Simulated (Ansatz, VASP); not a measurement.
# One calculation of CrO2, two programs

The input INCAR:

```
SYSTEM = CrO2
PREC = Accurate ; ENCUT = 520
EDIFF = 1E-6 ; ISMEAR = -1
SIGMA = 0.1 ; LREAL = .False.
LASPH = .True. ; NELM = 150
ALGO = Normal ; ISIF = 2
LWAVE = .False. ; LCHARG = .False.
ISPIN = 2 ; MAGMOM = 3 3 0 0 0 0
LORBIT = 11 ; LMAXMIX = 4
LDAU = .True. ; LDAUTYPE = 2
LDAUL = 2 -1 ; LDAUU = 6 0
LDAUJ = 0 0 ; LDAUPRINT = 1
NBANDS = 37
```

Contents of KPOINTS:

```
regular mesh
0
Gamma
  5 5 7
  0 0 0
```

POSCAR

```
CrO2
1.0
    4.4713430000      0.0000000000      0.0000000000
    0.0000000000      4.4713430000      0.0000000000
    0.0000000000      0.0000000000      2.9951760000
Cr O
2 4
Direct
    0.0000000000      0.5000000000      0.2384510000
    0.5000000000      0.0000000000      0.7615490000
    0.7017070000      0.2017070000      0.2536240000
    0.2982930000      0.7982930000      0.2536240000
    0.2017070000      0.2982930000      0.7463760000
    0.7982930000      0.7017070000      0.7463760000
```

Input for Ansatz:

```yaml
crystal:
  lattice:
    - [4.471343, 0.0, 0.0]
    - [0.0, 4.471343, 0.0]
    - [0.0, 0.0, 2.995176]
  atoms:
    - { symbol: Cr, position: [0.0, 0.5, 0.238451] }
    - { symbol: Cr, position: [0.5, 0.0, 0.761549] }
    - { symbol: O, position: [0.701707, 0.201707, 0.253624] }
    - { symbol: O, position: [0.298293, 0.798293, 0.253624] }
    - { symbol: O, position: [0.201707, 0.298293, 0.746376] }
    - { symbol: O, position: [0.798293, 0.701707, 0.746376] }
kpoints:
  mp_grid:
    grid: [5, 5, 7]
hamiltonian:
  xc: lda
  hubbard:
    - { species: Cr, l: d, u_eff: 6.0 }
magnetization:
  spin_polarized: true
  per_species:
    Cr: 3.0
scf:
  occupations:
    method: fermi_dirac
    width: 0.1
  mixing:
    ndim: 2
output:
  eigenvalues: true
```

Alike in both runs: task single point; functional LDA; k mesh 5 × 5 × 7; occupations fermi-dirac, width 0.1 eV; collinear spin; Hubbard terms Cr d U = 6.0 eV.

|  | VASP | Ansatz |
| --- | --- | --- |
| version | VASP 6.6.1 | Ansatz 0.2.0 |
| potentials or method | VASP PAW LDA potentials, release 64 (Cr_pv, O) | plane waves, PAW |
| plane-wave cutoff (eV) | 520 | 420 |
| valence electrons in the cell | 48 | 52 |

|  | VASP | Ansatz | Ansatz less VASP |
| --- | --- | --- | --- |
| gap on the k mesh at the Fermi level (eV) | none | none | - |
| net moment per atom (μB) | 0.67 | 0.67 | 0.000 |
| size of the moment on the site where the two differ most (μB) | 2.53 | 2.21 | -0.325 |

LDA's correlation is that of Perdew and Zunger in VASP and of Perdew and Wang (1992) in Ansatz. Site moments also hang on the region over which each program counts them. The programs project onto different local orbitals, so the same U acts differently, and such runs can settle in different states. A gap of «none» marks a metal or a gap that the smearing closes. VASP's potentials hold 48 valence electrons a cell and Ansatz's 52, so a difference there can come from the potentials and not from the codes. Ansatz's warnings: filled band counts differ across k points.
